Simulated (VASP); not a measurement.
# Nb3Cr (Fm-3m) in VASP: a series of runs

Nb3Cr is run at these levels: PBE; tasks: single point.

All numbers are computed with VASP 6.6.1; they aren't measurements. Logs are shortened: lines on timing, memory, paths and dates and some standing lists are left out, and cuts for length are marked.

## 1. The cell of the first run

The structure is cubic, space group Fm-3m (No. 225). Conventional cell: a = 6.438 Å, b = 6.438 Å, c = 6.438 Å, α = 90.00°, β = 90.00°, γ = 90.00°. Within 3.7 Å of Nb (site symmetry -43m) lie 10 Nb at 2.79 to 3.22 Å and 4 Cr at 2.79 Å. Within 3.7 Å of Nb (site symmetry m-3m) lie 8 Nb at 2.79 Å and 6 Cr at 3.22 Å. Within 3.7 Å of Cr (site symmetry m-3m) lie 14 Nb at 2.79 to 3.22 Å.

## 2. Single point, PBE, collinear spin, ferromagnetic start

File INCAR:

```
SYSTEM = Nb3Cr
PREC = Accurate
ENCUT = 520
EDIFF = 1E-6
ISMEAR = -1
SIGMA = 0.1
LREAL = .False.
LASPH = .True.
NELM = 150
ALGO = Normal
ISIF = 2
LWAVE = .False.
LCHARG = .True.
ISPIN = 2
MAGMOM = 0 0 0 2.1
LORBIT = 11
LMAXMIX = 4
GGA = PE
LELF = .True.
LVHAR = .True.
NBANDS = 38
```

File KPOINTS:

```
regular mesh
0
Gamma
  6 6 6
  0 0 0
```

File POSCAR:

```
Nb3Cr
1.0
    0.0000000000      3.2188950000      3.2188950000
    3.2188950000      0.0000000000      3.2188950000
    3.2188950000      3.2188950000      0.0000000000
Nb Cr
3 1
Direct
    0.7500000000      0.7500000000      0.7500000000
    0.2500000000      0.2500000000      0.2500000000
    0.5000000000      0.5000000000      0.5000000000
    0.0000000000      0.0000000000      0.0000000000
```

Potentials or basis: VASP PAW PBE potentials, release 64 (Nb_sv, Cr_pv).

The run is started by

```sh
$ cat potpaw_PBE.64/Nb_sv/POTCAR potpaw_PBE.64/Cr_pv/POTCAR > POTCAR
$ mpirun -np 1 vasp_std > vasp.out
```

OUTCAR:

```text
SYSTEM = Nb3Cr
   PREC = Accurate
   ENCUT = 520
   EDIFF = 1E-6
   ISMEAR = -1
   LREAL = .False.
   LASPH = .True.
   NELM = 150
   ISIF = 2
   ISPIN = 2
   LORBIT = 11
   GGA = PE

 ion  position               nearest neighbor table
   1  0.750  0.750  0.750-   3 2.79   3 2.79   3 2.79   3 2.79   4 2.79   4 2.79   4 2.79   4 2.79

   2  0.250  0.250  0.250-   4 2.79   4 2.79   4 2.79   3 2.79   4 2.79   3 2.79   3 2.79   3 2.79

   3  0.500  0.500  0.500-   2 2.79   2 2.79   2 2.79   1 2.79   2 2.79   1 2.79   1 2.79   1 2.79

   4  0.000  0.000  0.000-   1 2.79   1 2.79   1 2.79   1 2.79   2 2.79   2 2.79   2 2.79   2 2.79

  LATTYP: Found a face centered cubic cell.
 ALAT       =     6.4377900000

  Lattice vectors:

 A1 = (   0.0000000000,   3.2188950000,   3.2188950000)
 A2 = (   3.2188950000,   0.0000000000,   3.2188950000)
 A3 = (   3.2188950000,   3.2188950000,   0.0000000000)

Analysis of symmetry for initial positions (statically):
=====================================================================
 Subroutine PRICEL returns:
 Original cell was already a primitive cell.

 Routine SETGRP: Setting up the symmetry group for a
 face centered cubic supercell.

 Subroutine GETGRP returns: Found 48 space group operations
 (whereof 48 operations were pure point group operations)
 out of a pool of 48 trial point group operations.

The static configuration has the point symmetry O_h .

Analysis of symmetry for dynamics (positions and initial velocities):
=====================================================================
 Subroutine PRICEL returns:
 Original cell was already a primitive cell.

 Routine SETGRP: Setting up the symmetry group for a
 face centered cubic supercell.

 Subroutine GETGRP returns: Found 48 space group operations
 (whereof 48 operations were pure point group operations)
 out of a pool of 48 trial point group operations.

The dynamic configuration has the point symmetry O_h .

Analysis of structural, dynamic, and magnetic symmetry:
=====================================================================
 Subroutine PRICEL returns:
 Original cell was already a primitive cell.

 Routine SETGRP: Setting up the symmetry group for a
 face centered cubic supercell.

 Subroutine GETGRP returns: Found 48 space group operations
 (whereof 48 operations were pure point group operations)
 out of a pool of 48 trial point group operations.

The overall configuration has the point symmetry O_h .

 Subroutine INISYM returns: Found 48 space group operations
 (whereof 48 operations are pure point group operations),
 and found     1 'primitive' translations

----------------------------------------------------------------------------------------

                                     Primitive cell

  volume of cell :      66.7038

  direct lattice vectors                    reciprocal lattice vectors
     0.000000000  3.218895000  3.218895000    -0.155332808  0.155332808  0.155332808
     3.218895000  0.000000000  3.218895000     0.155332808 -0.155332808  0.155332808
     3.218895000  3.218895000  0.000000000     0.155332808  0.155332808 -0.155332808

  length of vectors
     4.552204965  4.552204965  4.552204965     0.269044316  0.269044316  0.269044316

  position of ions in fractional coordinates (direct lattice)
     0.750000000  0.750000000  0.750000000
     0.250000000  0.250000000  0.250000000
     0.500000000  0.500000000  0.500000000
     0.000000000  0.000000000  0.000000000

  ion indices of the primitive-cell ions
   primitive index   ion index
                 1           1
                 2           2
                 3           3
                 4           4

----------------------------------------------------------------------------------------

 KPOINTS: regular mesh

Automatic generation of k-mesh.
 Grid dimensions read from file:
 generate k-points for:    6    6    6

 Generating k-lattice:

  Cartesian coordinates                     Fractional coordinates (reciprocal lattice)
    -0.025888801  0.025888801  0.025888801     0.166666667  0.000000000  0.000000000
     0.025888801 -0.025888801  0.025888801     0.000000000  0.166666667  0.000000000
     0.025888801  0.025888801 -0.025888801     0.000000000  0.000000000  0.166666667

  Length of vectors
     0.044840719  0.044840719  0.044840719

  Shift w.r.t. Gamma in fractional coordinates (k-lattice)
     0.000000000  0.000000000  0.000000000

 Subroutine IBZKPT returns following result:
 ===========================================

 Found     16 irreducible k-points:

 Following reciprocal coordinates:
            Coordinates               Weight
  0.000000  0.000000  0.000000      1.000000
  0.166667  0.000000  0.000000      8.000000
  0.333333  0.000000  0.000000      8.000000
  0.500000  0.000000  0.000000      4.000000
  0.166667  0.166667  0.000000      6.000000
  0.333333  0.166667  0.000000     24.000000
[... 8 lines left out ...]
 -0.333333  0.333333  0.166667     24.000000
 -0.333333  0.500000  0.166667     12.000000
   k-points           NKPTS =     16   k-points in BZ     NKDIM =     16   number of bands    NBANDS=     38
   number of dos      NEDOS =    301   number of ions     NIONS =      4
   total plane-waves  NPLWV =  46656
   dimension x,y,z NGX =    36 NGY =   36 NGZ =   36
   dimension x,y,z NGXF=    72 NGYF=   72 NGZF=   72
   ions per type =               3   1
   NGX,Y,Z   is equivalent  to a cutoff of  13.15, 13.15, 13.15 a.u.
   NGXF,Y,Z  is equivalent  to a cutoff of  26.29, 26.29, 26.29 a.u.
 SYSTEM =  Nb3Cr
   PREC   = accura    normal or accurate (medium, high low for compatibility)
   ISTART =      0    job   : 0-new  1-cont  2-samecut
   ICHARG =      2    charge: 1-file 2-atom 10-const
   ISPIN  =      2    spin polarized calculation?
   LNONCOLLINEAR =      F non collinear calculations
   LSORBIT =      F    spin-orbit coupling
   LASPH  =      T    aspherical Exc in radial PAW
   ENCUT  =  520.0 eV  38.22 Ry    6.18 a.u.   8.46  8.46  8.46*2*pi/ulx,y,z
   NELM   =    150;   NELMIN=  2; NELMDL= -5     # of ELM steps
   EDIFF  = 0.1E-05   stopping-criterion for ELM
   LREAL  =      F    real-space projection
   EDIFFG = 0.1E-04   stopping-criterion for IOM
   NSW    =      0    number of steps for IOM
   IBRION =     -1    ionic relax: 0-MD 1-quasi-New 2-CG
   NFREE  =      0    steps in history (QN), initial steepest desc. (CG)
   ISIF   =      2    stress and relaxation
   ISYM   =      2    0-nonsym 1-usesym 2-fastsym
   POTIM  = 0.5000    time-step for ionic-motion
   TEBEG  =    0.0;   TEEND  =   0.0 temperature during run
   PSTRESS=    0.0 pullay stress
   NELECT =      51.0000    total number of electrons
   NUPDOWN=      -1.0000    fix difference up-down
   EMIN   =  10.00;   EMAX   =-10.00  energy-range for DOS
   EFERMI =   0.00;   METHOD = LEGACY
   ISMEAR =    -1;   SIGMA  =   0.10  broadening in eV -4-tet -1-fermi 0-gaus
   EFERMI_NEDOS =   21; number of points for ismear=-14 and -15
   IALGO  =     38    algorithm
   IMIX   =      4    mixing-type and parameters
     AMIX     =   0.40;   BMIX     =  1.00
     AMIX_MAG =   1.60;   BMIX_MAG =  1.00
  volume/ion in A,a.u.               =      16.68       112.53
  Fermi-wavevector in a.u.,A,eV,Ry     =   1.496976  2.828874 30.489788  2.240936
  Thomas-Fermi vector in A             =   2.608923
   LORBIT       =     11    0 simple, 1 ext, 2 COOP (PROOUT), +10 PAW based schemes
   GGA     = PE    functional components
   LHFCALC =     F    Hartree Fock is set to
   AEXX    =    0.0000 exact exchange contribution
   IVDW    =     0    specifies the selected vdW correction
   LEPSILON=     F    determine dielectric tensor
   LRPA    =     F    only Hartree local field effects (RPA)
 spin polarized calculation
  energy-cutoff  :      520.00
  volume of cell :       66.70
 maximum number of plane-waves:      1820
 NGX is ok and might be reduce to    36
   NGX = 17   NGY = 17   NGZ = 17

 number of electron      51.0000001 magnetization       0.0022297

 Free energy of the ion-electron system (eV)
  ---------------------------------------------------
  ext. energy  EPLUGINS =         0.00000000
  ---------------------------------------------------
  free energy    TOTEN  =       -39.90595578 eV

  energy without entropy =      -39.73814354  energy(sigma->0) =      -39.82204966

 E-fermi :  10.8440     XC(G=0): -12.6187

 val. band max:       10.7871704973   @ k =  -0.1667   0.1667   0.0000
 cond. band min:      10.8677001664   @ k =   0.5000   0.3333   0.1667
 fundamental gap:      0.0805296691
 Fermi energy:        10.8440205472

 spin component 1

 k-point     1 :       0.0000    0.0000    0.0000
  band No.  band energies     occupation
      1     -43.5334      1.00000
      2     -43.3351      1.00000
      3     -43.0914      1.00000
      4     -31.7400      1.00000
      5     -31.7400      1.00000
      6     -31.7400      1.00000
[... 29 lines left out ...]
     36      15.4718      0.00000
     37      18.5326      0.00000

 k-point     2 :       0.1667    0.0000    0.0000
  band No.  band energies     occupation
      1     -43.5130      1.00000
      2     -43.3404      1.00000
      3     -43.1075      1.00000
      4     -31.7402      1.00000
      5     -31.7402      1.00000
      6     -31.7396      1.00000
[... 29 lines left out ...]
     36      15.4918      0.00000
     37      18.5395      0.00000
[... 518 lines left out ...]
     36      15.2525      0.00000
     37      15.8105      0.00000

 k-point    16 :      -0.3333    0.5000    0.1667
  band No.  band energies     occupation
      1     -43.3828      1.00000
      2     -43.3686      1.00000
      3     -43.2141      1.00000
      4     -31.7414      1.00000
      5     -31.7404      1.00000
      6     -31.7380      1.00000
[... 29 lines left out ...]
     36      15.5968      0.00000
     37      15.7401      0.00000
 Fermi energy:        10.8440205472

 spin component 2

 k-point     1 :       0.0000    0.0000    0.0000
  band No.  band energies     occupation
      1     -43.5336      1.00000
      2     -43.3354      1.00000
      3     -43.0915      1.00000
      4     -31.7368      1.00000
      5     -31.7368      1.00000
      6     -31.7368      1.00000
[... 29 lines left out ...]
     36      15.4723      0.00000
     37      18.5452      0.00000

 k-point     2 :       0.1667    0.0000    0.0000
  band No.  band energies     occupation
      1     -43.5132      1.00000
      2     -43.3407      1.00000
      3     -43.1076      1.00000
      4     -31.7370      1.00000
      5     -31.7369      1.00000
      6     -31.7364      1.00000
[... 29 lines left out ...]
     36      15.4917      0.00000
     37      18.5587      0.00000
[... 518 lines left out ...]
     36      15.2524      0.00000
     37      15.8104      0.00000

 k-point    16 :      -0.3333    0.5000    0.1667
  band No.  band energies     occupation
      1     -43.3831      1.00000
      2     -43.3689      1.00000
      3     -43.2141      1.00000
      4     -31.7382      1.00000
      5     -31.7372      1.00000
      6     -31.7348      1.00000
[... 29 lines left out ...]
     36      15.5971      0.00000
     37      15.7396      0.00000
 [bands above 37 left out]

------------------------ aborting loop because EDIFF is reached ----------------------------------------

  FORCE on cell =-STRESS in cart. coord.  units (eV):
  Direction    XX          YY          ZZ          XY          YZ          ZX
  --------------------------------------------------------------------------------------
  -------------------------------------------------------------------------------------
  Total       -0.8484192     -0.8484192     -0.8484192     -0.0000000     -0.0000000      0.0000000
  in kB      -20.3784273    -20.3784273    -20.3784273     -0.0000000     -0.0000000      0.0000000
  external PRESSURE =     -20.3784273 kB  Pullay stress =       0.0000000 kB

 VOLUME and BASIS-vectors are now :
 -----------------------------------------------------------------------------
  energy-cutoff  :      520.00
  volume of cell :       66.70
      direct lattice vectors                 reciprocal lattice vectors
     0.000000000  3.218895000  3.218895000    -0.155332808  0.155332808  0.155332808
     3.218895000  0.000000000  3.218895000     0.155332808 -0.155332808  0.155332808
     3.218895000  3.218895000  0.000000000     0.155332808  0.155332808 -0.155332808

 POSITION                                       TOTAL-FORCE (eV/Angst)
 -----------------------------------------------------------------------------------
      4.82834      4.82834      4.82834        -0.000000     -0.000000     -0.000000
      1.60945      1.60945      1.60945         0.000000      0.000000      0.000000
      3.21889      3.21889      3.21889        -0.000000     -0.000000     -0.000000
      0.00000      0.00000      0.00000        -0.000000     -0.000000     -0.000000
 -----------------------------------------------------------------------------------
    total drift:                                0.000000      0.000000      0.000000

  FREE ENERGIE OF THE ION-ELECTRON SYSTEM (eV)
  ---------------------------------------------------
  free  energy   TOTEN  =       -39.9059557788 eV

  energy  without entropy=      -39.7381435389  energy(sigma->0) =      -39.82204966

 total charge

# of ion       s       p       d       tot
------------------------------------------
    1        2.223   6.009   2.478  10.710
    2        2.223   6.009   2.478  10.710
    3        2.234   5.992   2.600  10.826
    4        0.376   6.277   4.116  10.769
--------------------------------------------------
tot          7.056  24.287  11.673  43.016

 magnetization (x)

# of ion       s       p       d       tot
------------------------------------------
    1       -0.000   0.000  -0.000  -0.000
    2       -0.000   0.000  -0.000  -0.000
    3       -0.000  -0.000  -0.000  -0.000
    4        0.000   0.000   0.003   0.003
--------------------------------------------------
tot         -0.000   0.000   0.002   0.002
```

Run time: 5.3 min. Hardware: 1 thread of Oxide Virtual Turin-like, shared host; peak memory 0.23 GiB.

Results:

| Quantity | Value |
| --- | --- |
| Free energy | -39.9060 eV |
| Pressure | -2.0 GPa |
| Net moment | 0.00 μB per cell |
| Valence electrons inside the program's atomic spheres | Nb 10.71, 10.83; Cr 10.77 |

Levels at points of the mesh, in eV from the Fermi level:
Spin up:
```csv
k point,band 23,band 24,band 25,band 26,band 27,band 28
"(0.00, 0.00, 0.00)",-0.97,-0.97,0.11,0.11,0.11,1.63
"(0.50, 0.00, 0.00)",-1.27,-1.27,-1.20,-1.05,-1.05,1.95
"(0.50, 0.50, 0.00)",-1.04,0.42,0.42,0.79,0.79,1.16
```
Spin down:
```tsv
k point	band 23	band 24	band 25	band 26	band 27	band 28
(0.00, 0.00, 0.00)	-0.97	-0.97	0.11	0.11	0.11	1.64
(0.50, 0.00, 0.00)	-1.27	-1.27	-1.20	-1.05	-1.05	1.95
(0.50, 0.50, 0.00)	-1.04	0.42	0.42	0.79	0.79	1.16
```

Caveat: the starting moments collapsed, and a magnetic state may lie lower.

## 3. Single point, PBE, collinear spin, ferromagnetic start

File INCAR:

```
PREC     = Accurate       # precision mode
ENCUT    = 520            # plane-wave cutoff, eV
EDIFF    = 1E-6           # SCF threshold, eV
ISMEAR   = -1             # smearing method
SIGMA    = 0.1            # smearing width, eV
LREAL    = F              # projectors in reciprocal space
LASPH    = T              # aspherical terms in the spheres
NELM     = 150            # most SCF steps
ALGO     = Normal         # electronic algorithm
ISIF     = 2              # what is computed and relaxed
LWAVE    = F              # write WAVECAR
LCHARG   = F              # write CHGCAR
ISPIN    = 2              # spin polarisation
MAGMOM   = 0 0 0 2.1      # initial moments
LORBIT   = 11             # projections on sites
LMAXMIX  = 4              # l up to which the mixer works
GGA      = PE             # functional
NBANDS   = 38             # bands
```

File KPOINTS:

```
Automatic mesh
0
Gamma
  6 6 6
```

POSCAR is that of step 2.

Potentials or basis: VASP PAW PBE potentials, release 64 (Nb_sv, Cr_pv).

The run is started by

```sh
$ cat potpaw_PBE.64/Nb_sv/POTCAR potpaw_PBE.64/Cr_pv/POTCAR > POTCAR
$ mpirun -np 1 vasp_std > vasp.out
```

Run time: 5.1 min. Hardware: 1 thread of Oxide Virtual Turin-like, shared host; peak memory 0.23 GiB.

Results (log left out):

| Item | Value |
| --- | --- |
| Free energy | -39.9060 eV |
| Pressure | -2.0 GPa |
| Net moment | 0.00 μB per cell |
| Valence electrons inside the program's atomic spheres | Nb 10.71, 10.83; Cr 10.77 |

Levels at points of the mesh, in eV from the Fermi level:
Spin up:
```tsv
k point	band 21	band 22	band 23	band 24	band 25	band 26	band 27	band 28	band 29	band 30
(0.00, 0.00, 0.00)	-1.57	-0.97	-0.97	-0.97	0.11	0.11	0.11	1.63	1.63	3.88
(0.50, 0.00, 0.00)	-1.39	-1.34	-1.27	-1.27	-1.20	-1.05	-1.05	1.95	1.95	2.56
(0.50, 0.50, 0.00)	-1.66	-1.14	-1.04	0.42	0.42	0.79	0.79	1.16	1.81	2.22
```
Spin down:
| k point | band 23 | band 24 | band 25 | band 26 | band 27 | band 28 |
| --- | --- | --- | --- | --- | --- | --- |
| (0.00, 0.00, 0.00) | -0.97 | -0.97 | 0.11 | 0.11 | 0.11 | 1.64 |
| (0.50, 0.00, 0.00) | -1.27 | -1.27 | -1.20 | -1.05 | -1.05 | 1.95 |
| (0.50, 0.50, 0.00) | -1.04 | 0.42 | 0.42 | 0.79 | 0.79 | 1.16 |

Caveat: the starting moments collapsed, and a magnetic state may lie lower.
